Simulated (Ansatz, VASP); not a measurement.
# Mg3Ge3N2: VASP beside Ansatz

```
Mg Ge N
1.0
     3.23276    0.00000    0.00000
    -1.61638    2.79966    0.00000
     0.00000    0.00000   13.97061
Mg Ge N
3 3 2
Direct
  0.66667 0.33333 0.15577
  0.33333 0.66667 0.84423
  0.00000 0.00000 0.00000
  0.66667 0.33333 0.65283
  0.33333 0.66667 0.34717
  0.00000 0.00000 0.50000
  0.33333 0.66667 0.09652
  0.66667 0.33333 0.90348
```

Alike in both runs: functional PBE; k mesh 12 × 12 × 4; occupations gaussian, width 0.1 eV; no spin polarisation.

Ansatz relaxed the structure, and its values are those at the end. VASP's run is a single point on that final structure, the one shown.

|  | VASP | Ansatz |
| --- | --- | --- |
| version | VASP 6.6.1 | Ansatz 0.2.0 |
| potentials or method | VASP PAW PBE potentials, release 64 (Mg, Ge_d, N), cutoff 520 eV | scalar-relativistic, plane waves, PAW |
| valence electrons in the cell | 58 | 82 |

```tsv
	VASP	Ansatz	Ansatz less VASP
gap on the k mesh at the Fermi level (eV)	none	none	-
pressure (GPa)	-0.2	0.0	+0.17
rms of the force components (eV/Å)	0.007	0.001	-0.0060
```

A gap of «none» marks a metal or a gap that the smearing closes. VASP's potentials hold 58 valence electrons a cell and Ansatz's 82, so a difference there can come from the potentials and not from the codes.
